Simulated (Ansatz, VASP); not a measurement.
# One calculation of Cu3H, two programs

```
CELL_PARAMETERS angstrom
4.45609 0.00000 0.00000
0.00000 4.45609 0.00000
0.00000 0.00000 4.45609
ATOMIC_POSITIONS crystal
Cu 0.25000 0.00000 0.50000
Cu 0.50000 0.75000 0.00000
Cu 0.75000 0.00000 0.50000
Cu 0.50000 0.25000 0.00000
Cu 0.00000 0.50000 0.75000
Cu 0.00000 0.50000 0.25000
H 0.00000 0.00000 0.00000
H 0.50000 0.50000 0.50000
```

Change from the starting cell: species swapped into the SiMo3 type (Pm-3n, No. 223).

Alike in both runs: task relaxation of cell and atoms; functional PBE; k mesh 8 × 8 × 8; occupations gaussian, width 0.1 eV; no spin polarisation.

```csv
,VASP,Ansatz
version,VASP 6.6.1,Ansatz 0.2.0
potentials or method,"VASP PAW PBE potentials, release 64 (Cu, H), cutoff 600 eV","scalar-relativistic, plane waves, PAW"
valence electrons in the cell,68,116
```

Ansatz gave:

```
gap on the k mesh at the Fermi level, each at its own relaxed structure (eV) : none
relaxed volume (Å³/atom)                                                     : 11.09
relaxed cell length with the largest relative difference (Å)                 : 4.460
```

Question: Which values does VASP return?

Answer: gap on the k mesh at the Fermi level, each at its own relaxed structure (eV): none; relaxed volume (Å³/atom): 11.15; relaxed cell length with the largest relative difference (Å): 4.467.

A gap of «none» marks a metal or a gap that the smearing closes. VASP's potentials hold 68 valence electrons a cell and Ansatz's 116, so a difference there can come from the potentials and not from the codes.
